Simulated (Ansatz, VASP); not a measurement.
# One calculation of KCl, two programs

The input INCAR:

```
PREC = Accurate
ENCUT = 520
EDIFF = 1E-6
ISMEAR = -1
SIGMA = 0.02
LREAL = F
LASPH = T
NELM = 100
ALGO = Normal
ISIF = 2
LWAVE = F
LCHARG = F
GGA = PE
NBANDS = 15
```

The input KPOINTS:

```
regular mesh
0
Gamma
  8 8 8
```

Contents of POSCAR:

```
KCl
1.0
    0.0000000000      3.1448753854      3.1448753854
    3.1448753854      0.0000000000      3.1448753854
    3.1448753854      3.1448753854      0.0000000000
K Cl
1 1
Direct
    0.0000000000      0.0000000000      0.0000000000
    0.5000000000      0.5000000000      0.5000000000
```

Input for Ansatz:

```yaml
crystal:
  lattice:
    - [0.0, 3.1448753854, 3.1448753854]
    - [3.1448753854, 0.0, 3.1448753854]
    - [3.1448753854, 3.1448753854, 0.0]
  atoms:
    - { symbol: K, position: [0.0, 0.0, 0.0] }
    - { symbol: Cl, position: [0.5, 0.5, 0.5] }
kpoints:
  mp_grid: { grid: [8, 8, 8] }
  band_path:
    path:
      - [[0.0, 0.0, 0.0], [0.5, 0.0, 0.5], [0.625, 0.25, 0.625]]
      - [[0.375, 0.375, 0.75], [0.0, 0.0, 0.0], [0.5, 0.5, 0.5], [0.5, 0.25, 0.75], [0.5, 0.0, 0.5]]
    npoints: 10
hamiltonian:
  xc: pbe
scf:
  occupations: { method: fermi_dirac, width: 0.02 }
  n_extra_bands: 4
output:
  forces: true
  stress: true
  eigenvalues: true
```

Alike in both runs: task single point; functional PBE; k mesh 8 × 8 × 8; occupations fermi-dirac, width 0.02 eV; no spin polarisation.

|  | VASP | Ansatz |
| --- | --- | --- |
| version | VASP 6.6.1 | Ansatz 0.2.0 |
| potentials or method | VASP PAW PBE potentials, release 64 (K_sv, Cl) | plane waves, PAW |
| plane-wave cutoff (eV) | 520 | 420 |
| valence electrons in the cell | 16 | 16 |

```csv
,VASP,Ansatz,Ansatz less VASP
gap on the k mesh at the Fermi level (eV),5.19,5.19,+0.002
pressure (GPa),0.8,0.8,-0.03
```
